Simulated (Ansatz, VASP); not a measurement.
AlN in VASP and in Ansatz

```
Al N
1.0
    -1.63784    2.83682    0.00000
     0.00000    0.00000    4.10063
     4.91352    2.83682    0.00000
Al N
4 4
Direct
  0.52907 0.75000 0.05017
  0.00000 0.75000 0.66667
  0.00000 0.25000 0.33333
  0.50000 0.25000 0.83333
  0.50000 0.25000 0.16667
  0.00000 0.25000 0.66667
  0.00000 0.75000 0.33333
  0.50000 0.75000 0.83333
```

Alike in both runs: task single point; functional LDA; k mesh 8 × 6 × 4; occupations gaussian, width 0.05 eV; no spin polarisation.

```csv
,VASP,Ansatz
version,VASP 6.6.1,Ansatz 0.2.0
potentials or method,"VASP PAW LDA potentials, release 64 (Al, N), cutoff 520 eV","scalar-relativistic, plane waves, PAW"
valence electrons in the cell,32,32
```

```csv
,VASP,Ansatz,Ansatz less VASP
gap on the k mesh at the Fermi level (eV),1.14,1.12,-0.021
least direct gap on the mesh (eV),1.21,1.18,-0.022
rms of the force components (eV/Å),15.423,16.142,+0.7191
```

Ansatz warns that its potentials were made for another functional, while VASP's fit it. LDA's correlation is that of Perdew and Zunger in VASP and of Perdew and Wang (1992) in Ansatz. Atom by atom the forces differ by 0.723 eV/Å (rms over components).
